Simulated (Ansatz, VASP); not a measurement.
## ScAl7N8 in VASP and in Ansatz

```xyz
16
Lattice="0.0000 0.0000 -5.0070 3.1682 5.4875 0.0000 3.1682 -5.4875 0.0000" Properties=species:S:1:pos:R:3 pbc="T T T"
Sc    1.5841   -0.9146   -0.0493
Al    3.1734   -3.6553   -0.0122
Al    3.1630    1.8322   -0.0122
Al    4.7523   -0.9206   -0.0122
Al    3.1979   -1.8463   -2.5046
Al    1.5841    0.9489   -2.5046
Al    4.7523    0.9146   -2.5192
Al    3.1385    3.6412   -2.5046
N     1.5841   -0.9146   -2.9375
N     3.1616   -3.6622   -3.1086
N     3.1749    1.8253   -3.1086
N     4.7523   -0.9069   -3.1086
N     3.2678   -1.8867   -0.6186
N     1.5841    1.0296   -0.6186
N     4.7523    0.9146   -0.5968
N     3.0686    3.6008   -0.6186
```

Alike in both runs: task relaxation of cell and atoms; functional PBEsol; k mesh 6 × 6 × 6; no spin polarisation.

```csv
,VASP,Ansatz
version,VASP 6.6.1,Ansatz 0.2.0
potentials or method,"VASP PAW PBE potentials, release 64 (Sc_sv, Al, N), cutoff 600 eV","scalar-relativistic, plane waves, PAW"
occupations,"gaussian, width 0.01 eV",fixed
valence electrons in the cell,72,72
```

|  | VASP | Ansatz | Ansatz less VASP |
| --- | --- | --- | --- |
| gap on the k mesh at the Fermi level, each at its own relaxed structure (eV) | 3.95 | 3.93 | -0.017 |
| relaxed volume (Å³/atom) | 10.88 | 10.88 | +0.002 |
| relaxed cell length with the largest relative difference (Å) | 6.336 | 6.336 | +0.0007 |

VASP's potentials were made for PBE, not for PBEsol.
